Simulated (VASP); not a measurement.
**CuO2: relaxation of cell and atoms with PBEsol**

CuO2:

```
CELL_PARAMETERS angstrom
1.41261 -5.21075 0.00000
1.41261 5.21075 0.00000
0.00000 0.00000 4.34342
ATOMIC_POSITIONS crystal
Cu 0.16725 0.83275 0.75000
Cu 0.83275 0.16725 0.25000
O 0.78897 0.21103 0.75000
O 0.21103 0.78897 0.25000
O 0.55149 0.44851 0.75000
O 0.44851 0.55149 0.25000
```

```
Program                : VASP 6.6.1
Task                   : relaxation of cell and atoms
Functional             : PBEsol
Potentials or basis    : VASP PAW PBE potentials, release 64 (Cu, O)
Cutoff                 : 600 eV
k mesh                 : 10 × 10 × 6
Occupations            : fermi-dirac, width 0.05 eV
Spin                   : no spin polarisation
Target pressure        : 30 GPa
Dipole correction      : no
Further INCAR settings : ALGO = Normal; EDIFF = 1e-07; IBRION = 2; EDIFFG = -0.01; NSW = 60; ISIF = 3
```

| Quantity | Value |
| --- | --- |
| Relaxed volume | 7.85 Å³/atom |
| Relaxed cell | a = 4.677 Å, b = 4.677 Å, c = 3.729 Å, α = 90.00°, β = 90.00°, γ = 144.70° |
| Space group after relaxing (to 0.1 Å) | Cmcm (No. 63) |
| Energy change on relaxing (the run minimises the enthalpy) | +56.9 meV/atom |
| Ionic steps | 18 |
| Pressure after relaxing | 30.0 GPa |
| Largest force after relaxing | 0.010 eV/Å |
| Band gap on the k mesh | zero (bands 23 and 24 overlap by 1.32 eV) |

Forces in eV/Å, atoms in the order of the input:
```
Cu   0.000 -0.007  0.000
Cu   0.000  0.007  0.000
O    0.000 -0.003  0.000
O    0.000  0.003  0.000
O    0.000 -0.010  0.000
O    0.000  0.010  0.000
```

Step by step:
```
step  energy change (eV)  largest force (eV/Å)  pressure (GPa)  volume (Å³)
   1              0.0000                0.4298           -7.95        63.94
   2              5.5927                7.3598          137.82        43.31
   3              0.4008                1.9165           26.04        54.48
   4              0.4664                2.0350           28.10        54.10
   5              0.4524                1.5420           31.52        50.63
   6              0.9634                1.4228           47.81        46.34
   7              0.3573                0.9706           23.61        48.32
   8              0.4246                0.6595           28.68        47.81
   9              0.3680                0.5686           28.75        47.64
  10              0.3675                0.6940           29.95        47.29
  11              0.3451                0.0627           30.25        47.13
  12              0.3495                0.0977           30.41        47.10
  13              0.3265                0.0358           29.42        47.21
  14              0.3140                0.0503           28.79        47.28
  15              0.3463                0.0308           30.14        47.10
  16              0.3404                0.0264           29.89        47.13
  17              0.3410                0.0270           29.96        47.13
  18              0.3416                0.0098           29.98        47.13
```

Final structure:
```
CELL_PARAMETERS angstrom
1.41801 -4.45644 0.00000
1.41801 4.45644 0.00000
0.00000 0.00000 3.72868
ATOMIC_POSITIONS crystal
Cu 0.15502 0.84498 0.75000
Cu 0.84498 0.15502 0.25000
O 0.80066 0.19934 0.75000
O 0.19934 0.80066 0.25000
O 0.51672 0.48329 0.75000
O 0.48329 0.51672 0.25000
```

Levels at points of the mesh, in eV from the Fermi level:
```
           k point  band 19  band 20  band 21  band 22  band 23  band 24  band 25  band 26  band 27
(0.00, 0.00, 0.00)    -2.30    -1.96    -1.21    -1.10    -1.07    -0.32     0.46     2.39     6.34
(0.50, 0.00, 0.00)    -2.95    -2.67    -2.26    -1.95    -1.45     0.10     0.19     2.59    10.52
(0.50, 0.50, 0.00)    -2.65    -2.16    -2.15    -1.23    -0.67     0.42     0.88     2.49     8.93
(0.00, 0.00, 0.50)    -2.21    -2.21    -0.78    -0.78     0.07     0.07     0.11     0.11     9.16
(0.50, 0.00, 0.50)    -2.93    -2.93    -1.21    -1.21    -0.14    -0.14     0.86     0.86    11.25
(0.50, 0.50, 0.50)    -2.34    -2.34    -1.39    -1.39     0.66     0.66     0.70     0.70     9.65
```

It took 59 min on 1 thread of AMD EPYC 9R45 96-Core Processor (Zen 5), on a shared host, peak memory 0.42 GiB.

Caveat: the cell is relaxed towards a set pressure, so the run minimises the enthalpy, not the energy; the volume moved by over 15 % at a fixed basis, so the end points are rough; the PAW data sets were made with another functional, which shifts forces and pressure a little; semilocal functionals often make such compounds metallic where correlation or magnetic order opens a gap, which also shifts bond lengths. With open d or f shells a metallic result of PBEsol can be an artefact of self-interaction; +U or a hybrid may open a gap.
